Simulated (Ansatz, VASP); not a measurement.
## One calculation of Ge4F, two programs

Contents of INCAR:

```
SYSTEM = Ge4F
PREC     = Accurate       ! precision mode
ENCUT    = 520            ! plane-wave cutoff, eV
EDIFF    = 1E-6           ! SCF threshold, eV
ISMEAR   = 0              ! smearing method
SIGMA    = 0.1            ! smearing width, eV
LREAL    = .False.        ! projectors in reciprocal space
LASPH    = .True.         ! aspherical terms in the spheres
NELM     = 60             ! most SCF steps
ALGO     = Normal         ! electronic algorithm
ISIF     = 2              ! what is computed and relaxed
LWAVE    = .False.        ! write WAVECAR
LCHARG   = .False.        ! write CHGCAR
LDIPOL   = .True.       
IDIPOL   = 3            
DIPOL    = 0.5 0.5 0.336
GGA      = PE             ! functional
IVDW     = 12             ! dispersion correction
NBANDS   = 40             ! bands
```

KPOINTS

```
Automatic mesh
0
Gamma
  7 7 1
  0 0 0
```

The input POSCAR:

```
Ge4F
1.0
    4.0303587907      0.0000000000      0.0000000000
    0.0000000000      4.0303587907      0.0000000000
    0.0000000000      0.0000000000     21.6416627718
Ge F
4 1
Direct
    0.0000000000      0.5000000000      0.1848286817
    0.0000000000      0.0000000000      0.2506714513
    0.5000000000      0.0000000000      0.3196569899
    0.5000000000      0.5000000000      0.3854446333
    0.7500000000      1.0000000000      0.5379282957
```

Input for Ansatz:

```yaml
crystal:
  lattice:
    - [4.0303587907, 0.0, 0.0]
    - [0.0, 4.0303587907, 0.0]
    - [0.0, 0.0, 21.6416627718]
  atoms:
    - { symbol: Ge, position: [0.0, 0.5, 0.1848286817] }
    - { symbol: Ge, position: [0.0, 0.0, 0.2506714513] }
    - { symbol: Ge, position: [0.5, 0.0, 0.3196569899] }
    - { symbol: Ge, position: [0.5, 0.5, 0.3854446333] }
    - { symbol: F, position: [0.75, 1.0, 0.5379282957] }
basis:
  ecutwfc: 420
kpoints:
  mp_grid: { grid: [7, 7, 1] }
hamiltonian:
  xc: pbe
  pseudopotentials: { kind: paw, azcp: { folder: soft_1 } }
  dispersion: d3bj
scf:
  occupations: { method: gaussian, width: 0.1 }
output:
  forces: true
  eigenvalues: true
efield:
  axis: 3
  dipole_correction: true
  ramp_width: 0.04
```

Alike in both runs: task single point; functional PBE; dispersion D3(BJ); k mesh 7 × 7 × 1; occupations gaussian, width 0.1 eV; no spin polarisation.

|  | VASP | Ansatz |
| --- | --- | --- |
| version | VASP 6.6.1 | Ansatz 0.2.0 |
| potentials or method | VASP PAW PBE potentials, release 64 (Ge_d, F), cutoff 520 eV | scalar-relativistic, plane waves, PAW |
| valence electrons in the cell | 63 | 63 |

|  | VASP | Ansatz | Ansatz less VASP |
| --- | --- | --- | --- |
| gap on the k mesh at the Fermi level (eV) | none | none | - |
| rms of the force components (eV/Å) | 0.192 | 0.193 | +0.0002 |

Atom by atom the forces differ by 0.002 eV/Å (rms over components). A gap of «none» marks a metal or a gap that the smearing closes.
